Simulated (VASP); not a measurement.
# Si3C2 (R-3m) in VASP: a series of runs, part 2 of 2

VASP 6.6.1. The steps go on from the part before.

**6. Single point, PBE, collinear spin**

This run uses another cell than the first one, of 14.24 Å³/atom.

Input file INCAR:

```
PREC = Accurate
ENCUT = 520
EDIFF = 1E-6
ISMEAR = 0
SIGMA = 0.1
LREAL = F
LASPH = T
NELM = 150
ALGO = Normal
ISIF = 2
LWAVE = F
LCHARG = T
ISPIN = 2
MAGMOM = 0 0 0 1 1
LORBIT = 11
GGA = PE
LELF = T
LVHAR = T
NBANDS = 22
```

Input file KPOINTS:

```
Automatic mesh
0
Gamma
  6 6 6
```

Input file POSCAR:

```
Si3C2
1.0
    1.3604362900      0.7854482600     11.1079158000
   -1.3604362900      0.7854482600     11.1079158000
    0.0000000000     -1.5708965200     11.1079158000
Si C
3 2
Direct
    0.3000000000      0.3000000000      0.3000000000
    0.5000000000      0.5000000000      0.5000000000
    0.7000000000      0.7000000000      0.7000000000
    0.9000000000      0.9000000000      0.9000000000
    0.1000000000      0.1000000000      0.1000000000
```

Potentials or basis: VASP PAW PBE potentials, release 64 (Si, C).

The run is started by

```sh
$ cat potpaw_PBE.64/Si/POTCAR potpaw_PBE.64/C/POTCAR > POTCAR
$ mpirun -np 1 vasp_std > vasp.out
```

OUTCAR:

```text
PREC = Accurate
   ENCUT = 520
   EDIFF = 1E-6
   ISMEAR = 0
   LREAL = F
   LASPH = T
   NELM = 150
   ISIF = 2
   ISPIN = 2
   LORBIT = 11
   GGA = PE

 ion  position               nearest neighbor table
   1  0.300  0.300  0.300-   3 2.72   3 2.72   3 2.72
   2  0.500  0.500  0.500-
   3  0.700  0.700  0.700-   1 2.72   1 2.72   1 2.72
   4  0.900  0.900  0.900-
   5  0.100  0.100  0.100-

  LATTYP: Found a trigonal (rhomboedric) cell.
 ALAT       =    11.2184450477
 COS(alpha) =     0.9705882352

  Lattice vectors:

 A1 = (   1.3604362900,   0.7854482600,  11.1079158000)
[... 1428 lines left out ...]
    -1.360436290  0.785448260 11.107915800    -0.367529155  0.212193056  0.030008630
     0.000000000 -1.570896520 11.107915800     0.000000000 -0.424386112  0.030008630

 POSITION                                       TOTAL-FORCE (eV/Angst)
 -----------------------------------------------------------------------------------
      0.00000      0.00000      9.99712         0.000000      0.000000     -1.676715
      0.00000      0.00000     16.66187        -0.000000     -0.000000      0.000000
      0.00000      0.00000     23.32662         0.000000     -0.000000      1.676715
      0.00000      0.00000     29.99137         0.000000     -0.000000      0.253316
      0.00000      0.00000      3.33237         0.000000     -0.000000     -0.253316
 -----------------------------------------------------------------------------------
    total drift:                               -0.000000     -0.000000     -0.000000

  FREE ENERGIE OF THE ION-ELECTRON SYSTEM (eV)
  ---------------------------------------------------
  free  energy   TOTEN  =       -23.1398980021 eV

  energy  without entropy=      -23.1250656662  energy(sigma->0) =      -23.13248183

 total charge

# of ion       s       p       d       tot
------------------------------------------
    1        0.846   0.654   0.000   1.500
    2        0.864   0.595   0.000   1.458
    3        0.846   0.654   0.000   1.500
    4        1.044   0.965   0.000   2.009
    5        1.044   0.965   0.000   2.009
--------------------------------------------------
tot          4.643   3.831   0.000   8.475

 magnetization (x)

# of ion       s       p       d       tot
------------------------------------------
    1       -0.000   0.000   0.000   0.000
    2        0.000   0.000   0.000   0.000
    3       -0.000   0.000   0.000   0.000
    4        0.000   0.000   0.000   0.000
    5        0.000   0.000   0.000   0.000
--------------------------------------------------
tot          0.000   0.000   0.000   0.000
```

OSZICAR:

```text
N       E                     dE             d eps       ncg     rms          rms(c)
DAV:   1     0.312250987282E+02    0.31225E+02   -0.81144E+03  2816   0.779E+02
DAV:   2    -0.203426257368E+02   -0.51568E+02   -0.48496E+02  3722   0.126E+02
DAV:   3    -0.229705528069E+02   -0.26279E+01   -0.25679E+01  3590   0.231E+01
DAV:   4    -0.229964146301E+02   -0.25862E-01   -0.25843E-01  3482   0.275E+00
DAV:   5    -0.229966585832E+02   -0.24395E-03   -0.24393E-03  3658   0.258E-01    0.500E+00
DAV:   6    -0.230144202953E+02   -0.17762E-01   -0.84356E-01  3480   0.329E+00    0.291E+00
DAV:   7    -0.231053872514E+02   -0.90967E-01   -0.52843E-01  3672   0.248E+00    0.156E+00
DAV:   8    -0.231106424803E+02   -0.52552E-02   -0.32147E-01  3558   0.171E+00    0.833E-01
DAV:   9    -0.231250087025E+02   -0.14366E-01   -0.45094E-02  3742   0.827E-01    0.497E-01
DAV:  10    -0.231335258910E+02   -0.85172E-02   -0.51565E-03  3520   0.329E-01    0.320E-01
DAV:  11    -0.231389234234E+02   -0.53975E-02   -0.33425E-03  3586   0.238E-01    0.161E-01
DAV:  12    -0.231397909886E+02   -0.86757E-03   -0.64201E-04  3856   0.953E-02    0.546E-02
DAV:  13    -0.231398805843E+02   -0.89596E-04   -0.17395E-04  3728   0.513E-02    0.274E-02
DAV:  14    -0.231398971218E+02   -0.16538E-04   -0.56675E-05  3660   0.331E-02    0.133E-02
DAV:  15    -0.231398980021E+02   -0.88028E-06   -0.46551E-06  3356   0.105E-02
   1 F= -.23139898E+02 E0= -.23132482E+02  d E =-.148323E-01  mag=     0.0004
```

Run time: 25 min. Hardware: 1 thread of Intel Xeon Platinum 8559C (Emerald Rapids), shared host; peak memory 1.4 GiB.

What came out:

- Free energy: -23.1399 eV
- Pressure: -15.3 GPa
- Largest force: 1.677 eV/Å
- Band gap on the k mesh: zero (filled and empty bands overlap)
- Net moment: 0.00 μB per cell
- Valence electrons inside the program's atomic spheres: Si 1.50, 1.46 (each value once); C 2.01

Forces in eV/Å, atoms in the order of the input:
```
Si   0.000  0.000 -1.677
Si   0.000  0.000  0.000
Si   0.000  0.000  1.677
C    0.000  0.000  0.253
C    0.000  0.000 -0.253
```

Levels at points of the mesh, in eV from the Fermi level:
Spin up:
| k point | band 7 | band 8 | band 9 | band 10 | band 11 | band 12 | band 13 | band 14 |
| --- | --- | --- | --- | --- | --- | --- | --- | --- |
| (0.00, 0.00, 0.00) | -3.48 | 2.01 | 3.43 | 3.43 | 3.44 | 3.44 | 3.46 | 7.35 |
| (0.50, 0.00, 0.00) | -4.28 | -3.56 | -2.53 | -2.12 | 0.37 | 0.76 | 1.78 | 1.89 |
| (0.50, 0.50, 0.00) | -4.13 | -4.00 | -2.48 | -1.56 | -0.28 | 1.00 | 1.76 | 1.92 |
| (0.50, 0.50, 0.50) | -0.71 | -0.51 | 3.43 | 3.43 | 3.44 | 3.44 | 5.20 | 6.54 |
Spin down:
| k point | band 6 | band 7 | band 8 | band 9 | band 10 | band 11 | band 12 | band 13 | band 14 | band 15 |
| --- | --- | --- | --- | --- | --- | --- | --- | --- | --- | --- |
| (0.00, 0.00, 0.00) | -3.83 | -3.48 | 2.01 | 3.43 | 3.43 | 3.44 | 3.44 | 3.46 | 7.35 | 9.22 |
| (0.50, 0.00, 0.00) | -5.07 | -4.28 | -3.56 | -2.53 | -2.12 | 0.37 | 0.76 | 1.78 | 1.89 | 2.59 |
| (0.50, 0.50, 0.00) | -5.08 | -4.13 | -4.00 | -2.48 | -1.56 | -0.28 | 1.00 | 1.76 | 1.92 | 2.17 |
| (0.50, 0.50, 0.50) | -5.60 | -0.71 | -0.51 | 3.43 | 3.43 | 3.44 | 3.44 | 5.20 | 6.54 | 9.22 |

Caveat: the k points lie up to 0.45 Å⁻¹ apart, too coarse for converged energies and pressures of a metal; forces of over 1 eV/Å act on the atoms, so gaps and moduli don't describe the material at rest.

**7. Summary**

```csv
spin,cell,k mesh,gap on the mesh (eV),pressure (GPa),moment (μB),largest force (eV/Å)
off,"a = 6.790 Å, angles 25.2°, 5 atoms, atomic positions A",6 × 6 × 6,none,0.3,-,0.01
off,"a = 11.218 Å, angles 13.9°, 5 atoms, atomic positions B",6 × 6 × 6,none,-15.3,-,1.68
collinear,"a = 6.790 Å, angles 25.2°, 5 atoms, atomic positions A",6 × 6 × 6,none,0.3,0.00,0.01
off,"a = 6.804 Å, angles 25.1°, 5 atoms, atomic positions C",12 × 12 × 12,none,0.1,-,0.01
collinear,"a = 11.218 Å, angles 13.9°, 5 atoms, atomic positions B",6 × 6 × 6,none,-15.3,0.00,1.68
```

Alike in all rows: task single point; level PBE; potentials or basis VASP PAW PBE potentials, release 64 (Si, C); cutoff (eV) 520; smearing gaussian 0.1 eV.

Caveats: some runs use coarse meshes; forces of over 1 eV/Å act on the atoms, so gaps and moduli don't describe the material at rest (at least some runs).

Absolute energies hang on the potentials; compare differences alone.
